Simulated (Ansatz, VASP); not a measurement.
# H in VASP and in Ansatz

```
H
1.0
     0.00000    5.11570    4.42289
     0.00000   -5.11570    4.42289
     5.44296    0.00000   -4.42289
H
15
Direct
  0.50964 0.92682 0.50000
  0.55601 0.50848 0.99581
  0.06020 0.01267 0.00419
  0.39459 0.50307 0.50000
  0.99964 0.96565 0.50000
  0.96703 0.42661 0.96125
  0.50578 0.96536 0.03875
  0.25563 0.49478 0.50000
  0.98493 0.07368 0.50000
  0.01224 0.55623 0.01200
  0.50024 0.04423 0.98800
  0.11649 0.48614 0.50000
  0.46354 0.02155 0.50000
  0.44249 0.48784 0.99309
  0.94939 0.99475 0.00691
```

Change from the starting cell: atom 8 (H) set half-way to the vacancy, atoms relaxed in the symmetry of that start.

Alike in both runs: functional PBE; k mesh 4 × 4 × 4; occupations gaussian, width 0.05 eV; no spin polarisation.

Ansatz relaxed the structure, and its values are those at the end. VASP's run is a single point on that final structure, the one shown.

|  | VASP | Ansatz |
| --- | --- | --- |
| version | VASP 6.6.1 | Ansatz 0.2.0 |
| potentials or method | VASP PAW PBE potentials, release 64 (H), cutoff 520 eV | scalar-relativistic, plane waves, PAW |
| valence electrons in the cell | 15 | 15 |

|  | VASP | Ansatz | Ansatz less VASP |
| --- | --- | --- | --- |
| gap on the k mesh at the Fermi level (eV) | none | none | - |
| pressure (GPa) | -0.2 | 0.0 | +0.15 |
| rms of the force components (eV/Å) | 0.008 | 0.003 | -0.0046 |

A gap of «none» marks a metal or a gap that the smearing closes. With one functional, cell and mesh, what is left measures potentials, basis and numerics. Ansatz's warnings: stress scf threshold loose.
